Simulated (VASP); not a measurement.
Y: relaxation of cell and atoms with PBEsol

Y:

```xyz
4
Lattice="5.0900 0.0000 0.0000 0.0000 5.0900 0.0000 0.0000 0.0000 5.0900" Properties=species:S:1:pos:R:3 pbc="T T T"
Y     0.0000    0.0000    0.0000
Y     0.0000    2.5450    2.5450
Y     2.5450    0.0000    2.5450
Y     2.5450    2.5450    0.0000
```

This isn't the form of Y at room conditions, which is hcp.

```
Program                : VASP 6.6.1
Task                   : relaxation of cell and atoms
Functional             : PBEsol
Potentials or basis    : VASP PAW PBE potentials, release 64 (Y_sv)
Cutoff                 : 600 eV
k mesh                 : 8 × 8 × 8
Occupations            : gaussian, width 0.05 eV
Spin                   : no spin polarisation
Dipole correction      : no
Further INCAR settings : ALGO = Normal; EDIFF = 1e-06; IBRION = 2; EDIFFG = -0.02; NSW = 60; ISIF = 3
```

The relaxed volume is 30.70 Å³/atom and the relaxed cell is a = 4.970 Å, b = 4.970 Å, c = 4.970 Å, α = 90.00°, β = 90.00°, γ = 90.00°. The space group after relaxing (to 0.1 Å) is Fm-3m (No. 225) and the energy gained by relaxing is 20.3 meV/atom. The ionic steps are 3 and the pressure after relaxing is 0.0 GPa. The band gap on the k mesh is zero (bands 22 and 23 overlap by 1.80 eV).

The path:
| step | energy change (eV) | largest force (eV/Å) | pressure (GPa) | volume (Å³) |
| --- | --- | --- | --- | --- |
| 1 | 0.0000 | 0.0000 | -2.74 | 131.87 |
| 2 | -0.0789 | 0.0000 | 0.49 | 121.42 |
| 3 | -0.0811 | 0.0000 | 0.02 | 122.79 |

Final structure:
```yaml
crystal:
  lattice:
    - [4.97038, 0.00000, 0.00000]
    - [0.00000, 4.97038, 0.00000]
    - [0.00000, 0.00000, 4.97038]
  atoms:
    - { symbol: Y, position: [0.00000, 0.00000, 0.00000] }
    - { symbol: Y, position: [0.00000, 0.50000, 0.50000] }
    - { symbol: Y, position: [0.50000, 0.00000, 0.50000] }
    - { symbol: Y, position: [0.50000, 0.50000, 0.00000] }
```

Levels at points of the mesh, in eV from the Fermi level:
| k point | band 19 | band 20 | band 21 | band 22 | band 23 | band 24 | band 25 | band 26 |
| --- | --- | --- | --- | --- | --- | --- | --- | --- |
| (0.00, 0.00, 0.00) | -1.92 | -1.92 | -1.01 | -1.01 | -1.01 | 1.81 | 1.81 | 1.81 |
| (0.50, 0.00, 0.00) | -0.85 | -0.85 | 0.09 | 0.09 | 0.26 | 0.26 | 0.26 | 0.26 |
| (0.50, 0.50, 0.00) | -1.60 | -1.60 | 0.31 | 0.31 | 0.31 | 0.31 | 0.59 | 0.59 |
| (0.50, 0.50, 0.50) | -2.09 | -2.09 | 0.78 | 0.78 | 0.78 | 0.78 | 1.63 | 1.63 |

Run time: 7.4 min on 1 thread of Oxide Virtual Turin-like Processor (shared host), peak memory 0.32 GiB.

Caveat: the PAW data sets were made with another functional, which shifts forces and pressure a little.
